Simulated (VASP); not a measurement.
Here is a VASP 6.6.1 calculation.

Contents of INCAR:

```
SYSTEM = Os
PREC     = Accurate       ! precision mode
ENCUT    = 520            ! plane-wave cutoff, eV
EDIFF    = 1E-6           ! SCF threshold, eV
ISMEAR   = -1             ! smearing method
SIGMA    = 0.1            ! smearing width, eV
LREAL    = .False.        ! projectors in reciprocal space
LASPH    = .True.         ! aspherical terms in the spheres
NELM     = 60             ! most SCF steps
ALGO     = Normal         ! electronic algorithm
ISIF     = 2              ! what is computed and relaxed
LWAVE    = .False.        ! write WAVECAR
LCHARG   = .True.         ! write CHGCAR
GGA      = RE             ! functional
LELF     = .True.         ! ELF
LVHAR    = .True.       
NBANDS   = 10             ! bands
```

Contents of KPOINTS:

```
regular mesh
0
Gamma
  16 16 16
  0 0 0
```

The input POSCAR:

```
Os
1.0
    0.0000000000      1.9334946288      1.9334946288
    1.9334946288      0.0000000000      1.9334946288
    1.9334946288      1.9334946288      0.0000000000
Os
1
Direct
    0.0000000000      0.0000000000      0.0000000000
```

Potentials or basis: VASP PAW PBE potentials, release 64 (Os).

Run with:

```bash
$ cat potpaw_PBE.64/Os/POTCAR > POTCAR
$ mpirun -np 1 vasp_std > vasp.out
```

Predict the pressure.

-0.5 GPa.

Estimate the band gap on the k mesh.

zero (band 4 reaches 11.20 eV, above the bottom of band 5 at 7.33 eV).

Caveat: the PAW data sets were made with another functional, which shifts forces and pressure a little; spin-orbit coupling is left out, which moves the levels of the heavy elements.
